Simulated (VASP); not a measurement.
# CoO (P3m1) in VASP: single point with r2SCAN

Aim: the single point of CoO with r2SCAN.

All numbers are computed with VASP 6.6.1; they aren't measurements. Logs are shortened: lines on timing, memory, paths and dates and some standing lists are left out, and cuts for length are marked.

### Step 1. The cell of the first run

The typed cell holds 4 atoms: a = 3.198 Å, b = 3.198 Å, c = 5.229 Å, α = 90.00°, β = 90.00°, γ = 120.00°.

### Step 2. Single point, r2SCAN, collinear spin, ferromagnetic start

Input file POSCAR:

```
CoO
1.0
    3.1976460000      0.0000000000      0.0000000000
   -1.5988230000      2.7692420000      0.0000000000
    0.0000000000      0.0000000000      5.2287100000
Co O
2 2
Direct
    0.0000000000      0.0000000000      0.0034740000
    0.3333333333      0.6666666667      0.5033620000
    0.0000000000      0.0000000000      0.3716090000
    0.3333333333      0.6666666667      0.8715560000
```

Input file INCAR.step1:

```
SYSTEM = CoO
ALGO = Normal
EDIFF = 1E-5
ENCUT = 660
GGA = PE
GGA_COMPAT = .False.
ISMEAR = -1
ISPIN = 2
LASPH = .True.
LCHARG = .False.
LMAXMIX = 4
LREAL = .False.
LWAVE = .True.
MAGMOM = 3.2 3.2 0 0
NBANDS = 27
NELM = 200
PREC = Accurate
SIGMA = 0.05
```

Input file INCAR.step2:

```
SYSTEM = CoO
ALGO = Normal
EDIFF = 1E-6
ENCUT = 660
GGA_COMPAT = .False.
ISIF = 2
ISMEAR = -1
ISPIN = 2
ISTART = 1
LASPH = .True.
LCHARG = .True.
LELF = .True.
LMAXMIX = 4
LMIXTAU = .True.
LORBIT = 11
LREAL = .False.
LVHAR = .True.
LWAVE = .False.
MAGMOM = 3.2 3.2 0 0
METAGGA = R2SCAN
NBANDS = 27
NELM = 200
PREC = Accurate
SIGMA = 0.05
```

Input file KPOINTS:

```
k-points
0
Gamma
  8 8 4
  0 0 0
```

Potentials or basis: VASP PAW PBE potentials, release 64 (Co, O).

Run with:

```
> cat potpaw_PBE.64/Co/POTCAR potpaw_PBE.64/O/POTCAR > POTCAR
> cp INCAR.step1 INCAR
> mpirun -np 1 vasp_std > vasp.out
> cp INCAR.step2 INCAR
> mpirun -np 1 vasp_std > vasp.out
```

OUTCAR:

```text
SYSTEM = CoO
   EDIFF = 1E-6
   ENCUT = 660
   ISIF = 2
   ISMEAR = -1
   ISPIN = 2
   ISTART = 1
   LASPH = .True.
   LORBIT = 11
   LREAL = .False.
   METAGGA = R2SCAN
   NELM = 200
   PREC = Accurate

 ion  position               nearest neighbor table
   1  0.000  0.000  0.003-   3 1.92   4 1.97   4 1.97   4 1.97
   2  0.333  0.667  0.503-   4 1.93   3 1.97   3 1.97   3 1.97
   3  0.000  0.000  0.372-   1 1.92   2 1.97   2 1.97   2 1.97
   4  0.333  0.667  0.872-   2 1.93   1 1.97   1 1.97   1 1.97

  LATTYP: Found a hexagonal cell.
 ALAT       =     3.1976460000
 C/A-ratio  =     1.6351747504

  Lattice vectors:

 A1 = (   3.1976460000,   0.0000000000,   0.0000000000)
 A2 = (  -1.5988230000,   2.7692420000,   0.0000000000)
 A3 = (   0.0000000000,   0.0000000000,   5.2287100000)

Analysis of symmetry for initial positions (statically):
=====================================================================
 Subroutine PRICEL returns:
 Original cell was already a primitive cell.

 Routine SETGRP: Setting up the symmetry group for a
 hexagonal supercell.

 Subroutine GETGRP returns: Found  6 space group operations
 (whereof  6 operations were pure point group operations)
 out of a pool of 24 trial point group operations.

The static configuration has the point symmetry C_3v.

Analysis of symmetry for dynamics (positions and initial velocities):
=====================================================================
 Subroutine PRICEL returns:
 Original cell was already a primitive cell.

 Routine SETGRP: Setting up the symmetry group for a
 hexagonal supercell.

 Subroutine GETGRP returns: Found  6 space group operations
 (whereof  6 operations were pure point group operations)
 out of a pool of 24 trial point group operations.

The dynamic configuration has the point symmetry C_3v.

Analysis of structural, dynamic, and magnetic symmetry:
=====================================================================
 Subroutine PRICEL returns:
 Original cell was already a primitive cell.

 Routine SETGRP: Setting up the symmetry group for a
 hexagonal supercell.

 Subroutine GETGRP returns: Found  6 space group operations
 (whereof  6 operations were pure point group operations)
 out of a pool of 24 trial point group operations.

The overall configuration has the point symmetry C_3v.

 Subroutine INISYM returns: Found  6 space group operations
 (whereof  6 operations are pure point group operations),
 and found     1 'primitive' translations

----------------------------------------------------------------------------------------

[... 125 lines left out ...]
   LEPSILON=     F    determine dielectric tensor
   LRPA    =     F    only Hartree local field effects (RPA)
 spin polarized calculation
  energy-cutoff  :      660.00
  volume of cell :       46.30
 maximum number of plane-waves:      1800
 NGX is ok and might be reduce to    28
   NGX = 13   NGY = 13   NGZ = 21

 number of electron      29.9999999 magnetization       6.0001180

 Free energy of the ion-electron system (eV)
  ---------------------------------------------------
  ext. energy  EPLUGINS =         0.00000000
  ---------------------------------------------------
  free energy    TOTEN  =       -42.78705777 eV

  energy without entropy =      -42.78699344  energy(sigma->0) =      -42.78702561

 E-fermi :   6.0166     XC(G=0): -11.7525

 val. band max:        5.6864625001   @ k =   0.0000   0.0000   0.0000
 cond. band min:       6.2067149108   @ k =   0.0000   0.0000   0.0000
 fundamental gap:      0.5202524107
 Fermi energy:         6.0165847150

 spin component 1

 k-point     1 :       0.0000    0.0000    0.0000
  band No.  band energies     occupation
      1     -15.1146      1.00000
      2     -14.5088      1.00000
      3      -1.3025      1.00000
      4      -0.7601      1.00000
      5      -0.6086      1.00000
      6      -0.6086      1.00000
[... 709 lines left out ...]
     26      21.7731      0.00000
     27      22.6637      0.00000

 [... further k-points ...]

 spin component 2

 k-point     1 :       0.0000    0.0000    0.0000
  band No.  band energies     occupation
      1     -14.5451      1.00000
      2     -13.8856      1.00000
      3      -0.7190      1.00000
      4       1.0350      1.00000
      5       1.2063      1.00000
      6       1.2063      1.00000
[... 709 lines left out ...]
     26      22.6471      0.00000
     27      23.5053      0.00000

 [... further k-points ...]

------------------------ aborting loop because EDIFF is reached ----------------------------------------

  FORCE on cell =-STRESS in cart. coord.  units (eV):
  Direction    XX          YY          ZZ          XY          YZ          ZX
  --------------------------------------------------------------------------------------
  -------------------------------------------------------------------------------------
  Total        0.2655713      0.2655712      1.0098334      0.0000000      0.0000000      0.0000000
  in kB        9.1897959      9.1897915     34.9441477      0.0000000      0.0000000      0.0000000
  external PRESSURE =      17.7745784 kB  Pullay stress =       0.0000000 kB

 VOLUME and BASIS-vectors are now :
 -----------------------------------------------------------------------------
  energy-cutoff  :      660.00
  volume of cell :       46.30
      direct lattice vectors                 reciprocal lattice vectors
     3.197646000  0.000000000  0.000000000     0.312730052  0.180554823  0.000000000
    -1.598823000  2.769242000  0.000000000     0.000000000  0.361109647  0.000000000
     0.000000000  0.000000000  5.228710000     0.000000000  0.000000000  0.191251762

 POSITION                                       TOTAL-FORCE (eV/Angst)
 -----------------------------------------------------------------------------------
      0.00000      0.00000      0.01816         0.000000      0.000000     -0.456999
     -0.00000      1.84616      2.63193         0.000000     -0.000000     -0.445058
      0.00000      0.00000      1.94304        -0.000000      0.000000      0.449794
     -0.00000      1.84616      4.55711        -0.000000      0.000000      0.452262
 -----------------------------------------------------------------------------------
    total drift:                               -0.000000     -0.000001     -0.013577

  FREE ENERGIE OF THE ION-ELECTRON SYSTEM (eV)
  ---------------------------------------------------
  free  energy   TOTEN  =       -42.7870577724 eV

  energy  without entropy=      -42.7869934396  energy(sigma->0) =      -42.78702561

 total charge

# of ion       s       p       d       tot
------------------------------------------
    1        0.356   0.453   7.149   7.958
    2        0.356   0.453   7.149   7.959
    3        1.549   3.504   0.000   5.052
    4        1.549   3.504   0.000   5.052
--------------------------------------------------
tot          3.809   7.914  14.299  26.022

 magnetization (x)

# of ion       s       p       d       tot
------------------------------------------
    1        0.022   0.064   2.549   2.634
    2        0.022   0.064   2.549   2.635
    3        0.021   0.244   0.000   0.265
    4        0.021   0.244   0.000   0.265
--------------------------------------------------
tot          0.087   0.615   5.098   5.800
```

Wall time 8.1 min (1 thread of Oxide Virtual Turin-like, shared host); peak memory 0.25 GiB.

What came out:

| Quantity | Value |
| --- | --- |
| Free energy | -42.7871 eV |
| Pressure | 1.8 GPa |
| Largest force | 0.457 eV/Å |
| Band gap on the k mesh | 0.52 eV |
| Net moment | 6.00 μB per cell |
| Site moments | Co +2.63; O +0.27 μB |
| Valence electrons inside the program's atomic spheres | Co 7.96; O 5.05 |

Forces in eV/Å, atoms in the order of the input:
```
Co   0.000  0.000 -0.457
Co   0.000  0.000 -0.445
O    0.000  0.000  0.450
O    0.000  0.000  0.452
```

Caveat: the PAW data sets were made with another functional, which shifts forces and pressure a little.
